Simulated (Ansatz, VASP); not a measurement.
**Ge3P4: VASP beside Ansatz**

```
Ge P
1.0
    -4.17802    4.17802    4.17802
     4.17802   -4.17802    4.17802
     4.17802    4.17802   -4.17802
Ge P
6 8
Direct
  0.25000 0.12500 0.87500
  0.87500 0.25000 0.12500
  0.75000 0.37500 0.62500
  0.62500 0.75000 0.37500
  0.12500 0.87500 0.25000
  0.37500 0.62500 0.75000
  0.47909 0.47909 0.47909
  0.52091 0.50000 0.00000
  0.50000 0.00000 0.02091
  0.00000 0.52091 0.50000
  0.02091 0.50000 0.00000
  0.97909 0.97909 0.97909
  0.00000 0.02091 0.50000
  0.50000 0.00000 0.52091
```

Alike in both runs: functional PBE; k mesh 6 × 6 × 6; occupations gaussian, width 0.1 eV; no spin polarisation.

Ansatz relaxed the structure, and its values are those at the end. VASP's run is a single point on that final structure, the one shown.

|  | VASP | Ansatz |
| --- | --- | --- |
| version | VASP 6.6.1 | Ansatz 0.2.0 |
| potentials or method | VASP PAW PBE potentials, release 64 (Ge_d, P), cutoff 520 eV | scalar-relativistic, plane waves, PAW |
| valence electrons in the cell | 124 | 124 |

VASP gave:

- gap on the k mesh at the Fermi level (eV): none
- pressure (GPa): -0.1
- rms of the force components (eV/Å): 0.003

Problem. Which values does Ansatz return?

Solution. gap on the k mesh at the Fermi level (eV): none; pressure (GPa): 0.0; rms of the force components (eV/Å): 0.001.

A gap of «none» marks a metal or a gap that the smearing closes.
